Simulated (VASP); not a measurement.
# BePt (Fm-3m) in VASP: a series of runs, part 2 of 2

VASP 6.6.1.

## 4. Single point, PBE, non-collinear spin, zero start, spin-orbit coupling

File INCAR:

```
SYSTEM = BePt
PREC = Accurate ; ENCUT = 520
EDIFF = 1E-6 ; ISMEAR = -1
SIGMA = 0.1 ; LREAL = .False.
LASPH = .True. ; NELM = 150
ALGO = Normal ; ISIF = 2
LWAVE = .False. ; LCHARG = .False.
MAGMOM = 0 0 0 0 0 0 ; LORBIT = 11
LSORBIT = .True. ; GGA_COMPAT = .False.
LORBMOM = .True. ; LMAXMIX = 4
GGA = PE ; NBANDS = 24
```

File KPOINTS:

```
Automatic mesh
0
Gamma
  16 16 16
  0 0 0
```

File POSCAR:

```
BePt
1.0
    0.0000000000      2.2824940500      2.2824940500
    2.2824940500      0.0000000000      2.2824940500
    2.2824940500      2.2824940500      0.0000000000
Be Pt
1 1
Direct
    0.0000000000      0.0000000000      0.0000000000
    0.5000000000      0.5000000000      0.5000000000
```

Potentials or basis: VASP PAW PBE potentials, release 64 (Be, Pt).

Run with:

```sh
> cat potpaw_PBE.64/Be/POTCAR potpaw_PBE.64/Pt/POTCAR > POTCAR
> mpirun -np 1 vasp_ncl > vasp.out
```

OUTCAR:

```text
SYSTEM = BePt
   PREC = Accurate
   ENCUT = 520
   EDIFF = 1E-6
   ISMEAR = -1
   LREAL = .False.
   LASPH = .True.
   NELM = 150
   ISIF = 2
   LORBIT = 11
   LSORBIT = .True.
   GGA = PE

 ion  position               nearest neighbor table
   1  0.000  0.000  0.000-   2 2.28   2 2.28   2 2.28   2 2.28   2 2.28   2 2.28
   2  0.500  0.500  0.500-   1 2.28   1 2.28   1 2.28   1 2.28   1 2.28   1 2.28

  LATTYP: Found a face centered cubic cell.
 ALAT       =     4.5649881000

  Lattice vectors:

 A1 = (   0.0000000000,   2.2824940500,   2.2824940500)
 A2 = (   2.2824940500,   0.0000000000,   2.2824940500)
 A3 = (   2.2824940500,   2.2824940500,   0.0000000000)

Analysis of symmetry for initial positions (statically):
=====================================================================
 Subroutine PRICEL returns:
 Original cell was already a primitive cell.

 Routine SETGRP: Setting up the symmetry group for a
 face centered cubic supercell.

 Subroutine GETGRP returns: Found 48 space group operations
 (whereof 48 operations were pure point group operations)
 out of a pool of 48 trial point group operations.

The static configuration has the point symmetry O_h .

Analysis of symmetry for dynamics (positions and initial velocities):
=====================================================================
 Subroutine PRICEL returns:
 Original cell was already a primitive cell.

 Routine SETGRP: Setting up the symmetry group for a
 face centered cubic supercell.

 Subroutine GETGRP returns: Found 48 space group operations
 (whereof 48 operations were pure point group operations)
 out of a pool of 48 trial point group operations.

The dynamic configuration has the point symmetry O_h .

Analysis of structural, dynamic, and magnetic symmetry:
=====================================================================
 Subroutine PRICEL returns:
 Original cell was already a primitive cell.

 Routine SETGRP: Setting up the symmetry group for a
 face centered cubic supercell.

 Subroutine GETGRP returns: Found 48 space group operations
 (whereof 48 operations were pure point group operations)
 out of a pool of 48 trial point group operations.

The overall configuration has the point symmetry O_h .

 Subroutine INISYM returns: Found 48 space group operations
 (whereof 48 operations are pure point group operations),
 and found     1 'primitive' translations

----------------------------------------------------------------------------------------

                                     Primitive cell

  volume of cell :      23.7826

  direct lattice vectors                    reciprocal lattice vectors
     0.000000000  2.282494050  2.282494050    -0.219058621  0.219058621  0.219058621
     2.282494050  0.000000000  2.282494050     0.219058621 -0.219058621  0.219058621
     2.282494050  2.282494050  0.000000000     0.219058621  0.219058621 -0.219058621
[... 792 lines left out ...]

  FORCE on cell =-STRESS in cart. coord.  units (eV):
  Direction    XX          YY          ZZ          XY          YZ          ZX
  --------------------------------------------------------------------------------------
  -------------------------------------------------------------------------------------
  Total        1.7513842      1.7513842      1.7513842      0.0000000      0.0000000      0.0000000
  in kB      117.9866975    117.9866975    117.9866975      0.0000000      0.0000000      0.0000000
  external PRESSURE =     117.9866975 kB  Pullay stress =       0.0000000 kB

 VOLUME and BASIS-vectors are now :
 -----------------------------------------------------------------------------
  energy-cutoff  :      520.00
  volume of cell :       23.78
      direct lattice vectors                 reciprocal lattice vectors
     0.000000000  2.282494050  2.282494050    -0.219058621  0.219058621  0.219058621
     2.282494050  0.000000000  2.282494050     0.219058621 -0.219058621  0.219058621
     2.282494050  2.282494050  0.000000000     0.219058621  0.219058621 -0.219058621

 POSITION                                       TOTAL-FORCE (eV/Angst)
 -----------------------------------------------------------------------------------
      0.00000      0.00000      0.00000         0.000000      0.000000     -0.000000
      2.28249      2.28249      2.28249        -0.000000     -0.000000      0.000000
 -----------------------------------------------------------------------------------
    total drift:                               -0.000000     -0.000000     -0.000000

  FREE ENERGIE OF THE ION-ELECTRON SYSTEM (eV)
  ---------------------------------------------------
  free  energy   TOTEN  =       -10.6312810203 eV

  energy  without entropy=      -10.6108331921  energy(sigma->0) =      -10.62105711

 orbital moment (x)

 # of ion     p       d       tot
 ----------------------------------------
  1         0.000   0.000   0.000
  2         0.000  -0.000  -0.000
 ----------------------------------------
            0.000  -0.000  -0.000

 orbital moment (y)

 # of ion     p       d       tot
 ----------------------------------------
  1         0.000   0.000   0.000
  2         0.000   0.000   0.000
 ----------------------------------------
            0.000   0.000   0.000

 orbital moment (z)

 # of ion     p       d       tot
 ----------------------------------------
  1        -0.000   0.000  -0.000
  2         0.000  -0.000  -0.000
 ----------------------------------------
           -0.000  -0.000  -0.000

 Spin-Orbit-Coupling matrix elements

 Ion:    1  E_soc:     -0.0000208
 l=   1
     0.0000000    -0.0000035    -0.0000035
    -0.0000035     0.0000000    -0.0000035
    -0.0000035    -0.0000035     0.0000000
 l=   2
     0.0000000     0.0000000     0.0000000     0.0000000     0.0000000
     0.0000000     0.0000000     0.0000000     0.0000000     0.0000000
     0.0000000     0.0000000     0.0000000     0.0000000     0.0000000
     0.0000000     0.0000000     0.0000000     0.0000000     0.0000000
     0.0000000     0.0000000     0.0000000     0.0000000     0.0000000
 l=   3
     0.0000000     0.0000000     0.0000000     0.0000000     0.0000000     0.0000000     0.0000000
     0.0000000     0.0000000     0.0000000     0.0000000     0.0000000     0.0000000     0.0000000
     0.0000000     0.0000000     0.0000000     0.0000000     0.0000000     0.0000000     0.0000000
     0.0000000     0.0000000     0.0000000     0.0000000     0.0000000     0.0000000     0.0000000
     0.0000000     0.0000000     0.0000000     0.0000000     0.0000000     0.0000000     0.0000000
     0.0000000     0.0000000     0.0000000     0.0000000     0.0000000     0.0000000     0.0000000
     0.0000000     0.0000000     0.0000000     0.0000000     0.0000000     0.0000000     0.0000000

 Ion:    2  E_soc:     -0.6387721
 l=   1
     0.0000000    -0.0269189    -0.0269189
    -0.0269189     0.0000000    -0.0269189
    -0.0269189    -0.0269189     0.0000000
 l=   2
     0.0000000    -0.0202225     0.0000000    -0.0202225    -0.0593206
    -0.0202225     0.0000000    -0.0444904    -0.0202225    -0.0148301
     0.0000000    -0.0444904     0.0000000    -0.0444904     0.0000000
    -0.0202225    -0.0202225    -0.0444904     0.0000000    -0.0148301
    -0.0593206    -0.0148301     0.0000000    -0.0148301     0.0000000
 l=   3
     0.0000000     0.0000000     0.0000000     0.0000000     0.0000000     0.0000000     0.0000000
     0.0000000     0.0000000     0.0000000     0.0000000     0.0000000     0.0000000     0.0000000
     0.0000000     0.0000000     0.0000000     0.0000000     0.0000000     0.0000000     0.0000000
     0.0000000     0.0000000     0.0000000     0.0000000     0.0000000     0.0000000     0.0000000
     0.0000000     0.0000000     0.0000000     0.0000000     0.0000000     0.0000000     0.0000000
     0.0000000     0.0000000     0.0000000     0.0000000     0.0000000     0.0000000     0.0000000
     0.0000000     0.0000000     0.0000000     0.0000000     0.0000000     0.0000000     0.0000000

 total charge

# of ion       s       p       d       tot
------------------------------------------
    1        0.476   0.686   0.000   1.162
    2        0.707   0.528   8.261   9.496
--------------------------------------------------
tot          1.183   1.214   8.261  10.658

 magnetization (x)

# of ion       s       p       d       tot
------------------------------------------
    1       -0.000  -0.000   0.000  -0.000
    2        0.000  -0.000   0.000   0.000
--------------------------------------------------
tot          0.000  -0.000   0.000  -0.000

 magnetization (y)

# of ion       s       p       d       tot
------------------------------------------
    1       -0.000   0.000   0.000   0.000
    2        0.000   0.000   0.000   0.000
--------------------------------------------------
tot         -0.000   0.000   0.000   0.000

 magnetization (z)

# of ion       s       p       d       tot
------------------------------------------
    1       -0.000  -0.000   0.000  -0.000
    2        0.000   0.000   0.000   0.000
--------------------------------------------------
tot          0.000  -0.000   0.000  -0.000
```

OSZICAR:

```text
N       E                     dE             d eps       ncg     rms          rms(c)
DAV:   1     0.548766769190E+02    0.54877E+02   -0.58169E+03  6960   0.934E+02
DAV:   2    -0.990738850956E+01   -0.64784E+02   -0.60717E+02  8344   0.216E+02
DAV:   3    -0.114950554429E+02   -0.15877E+01   -0.15770E+01  8824   0.334E+01
DAV:   4    -0.115078372052E+02   -0.12782E-01   -0.12780E-01  7872   0.342E+00
DAV:   5    -0.115081036712E+02   -0.26647E-03   -0.26646E-03  8728   0.501E-01    0.126E+01
DAV:   6    -0.106714132479E+02    0.83669E+00   -0.24524E+00  7416   0.152E+01    0.460E+00
DAV:   7    -0.106435163876E+02    0.27897E-01   -0.80705E-02  7720   0.285E+00    0.294E+00
DAV:   8    -0.106340612675E+02    0.94551E-02   -0.14073E-03  8432   0.318E-01    0.155E+00
DAV:   9    -0.106312873755E+02    0.27739E-02   -0.40039E-04  7872   0.184E-01    0.838E-02
DAV:  10    -0.106312810848E+02    0.62907E-05   -0.48595E-05  8712   0.668E-02    0.177E-02
DAV:  11    -0.106312810203E+02    0.64442E-07   -0.52845E-06  7808   0.198E-02
   1 F= -.10631281E+02 E0= -.10621057E+02  d E =-.204478E-01  mag=    -0.0000     0.0000     0.0000
```

stdout:

```text
POSCAR found type information on POSCAR BePt
 POSCAR found :  2 types and       2 ions
 scaLAPACK will be used
 LDA part: xc-table for (Slater+PW92), standard interpolation
 POSCAR, INCAR and KPOINTS ok, starting setup
 FFT: planning ... GRIDC
 FFT: planning ... GRID_SOFT
 FFT: planning ... GRID
 WAVECAR not read
 entering main loop
```

Run time: 62 s. Hardware: 1 thread of Intel Xeon 6975P-C (Granite Rapids), shared host; peak memory 0.28 GiB.

What came out:

```
Free energy                                           : -10.6313 eV
Pressure                                              : 11.8 GPa
Net moment                                            : 0.00 μB per cell
Valence electrons inside the program's atomic spheres : Be 1.16; Pt 9.50
```

Moments on the atoms (μB; x, y, z):
```
Be  0.00 0.00 0.00
Pt  0.00 0.00 0.00
```

Caveat: the cell stands under pressure.

## 5. Overview

| level | spin | k mesh | smearing | grid for exact exchange (PRECFOCK) | share of exact exchange | screening parameter | pressure (GPa) | moment (μB) |
| --- | --- | --- | --- | --- | --- | --- | --- | --- |
| HSE06 | off | 5 × 5 × 5 | gaussian 0.1 eV | Normal | 0.25 | 0.2079 1/Å | 6.9 | - |
| PBE | non-collinear, zero start, SOC | 14 × 14 × 14 | fermi-dirac 0.1 eV | - | - | - | 11.9 | 0.00 |
| PBE | non-collinear, zero start, SOC | 16 × 16 × 16 | fermi-dirac 0.1 eV | - | - | - | 11.8 | 0.00 |

Alike in all rows: task single point; potentials or basis VASP PAW PBE potentials, release 64 (Be, Pt); cell as given; cutoff (eV) 520.

Caveats: some runs use coarse meshes; the cell stands under pressure (at least some runs); the PAW data sets were made with another functional, which shifts forces and pressure a little (at least some runs).

Absolute energies hang on the potentials; compare differences alone.
